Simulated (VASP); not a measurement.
A run of VASP 6.6.1 is set up as follows.

Contents of INCAR:

```
SYSTEM = Hf4Cl3
PREC = Accurate
ENCUT = 500
EDIFF = 1E-6
ISMEAR = 0
SIGMA = 0.2
LREAL = .FALSE.
LASPH = .TRUE.
NELM = 120
ALGO = Normal
ISIF = 2
LWAVE = .FALSE.
LCHARG = .TRUE.
GGA = PE
LELF = .TRUE.
LVHAR = .TRUE.
NBANDS = 40
GGA_COMPAT = .FALSE.
```

The input KPOINTS:

```
Automatic mesh
0
G
  4 4 2
  0 0 0
```

File POSCAR:

```
Hf4Cl3
1.0
    4.7721997907      0.0000000000      0.0000000000
    0.0000000000      4.7721997907      0.0000000000
    0.0000000000      0.0000000000      8.5697512422
Hf Cl
4 3
Direct
    0.5000000000      0.5000000000      0.7976178193
    0.5000000000      0.5000000000      0.2023821807
    0.0000000000      0.5000000000      0.0000000000
    0.5000000000      0.0000000000      0.0000000000
    0.0000000000      0.0000000000      0.1741072783
    0.0000000000      0.0000000000      0.8258927217
    0.5000000000      0.5000000000      0.5000000000
```

Potentials or basis: VASP PAW PBE potentials, release 64 (Hf_pv, Cl).

Command:

```bash
$ cat potpaw_PBE.64/Hf_pv/POTCAR potpaw_PBE.64/Cl/POTCAR > POTCAR
$ mpirun -np 1 vasp_std > vasp.out
```

(1) Predict the band gap on the k mesh.

(2) Predict the largest force.

(3) What does it give for the pressure?

Results:

(1) zero (an odd number of electrons rules out a gap without spin polarisation).

(2) 0.088 eV/Å.

(3) -0.3 GPa.

Caveat: the k points lie up to 0.37 Å⁻¹ apart, too coarse for converged energies and pressures of a metal; spin-orbit coupling is left out, which moves the levels of the heavy elements; an odd number of electrons without spin polarisation forces a metal; a magnetic or distorted state may lie lower.
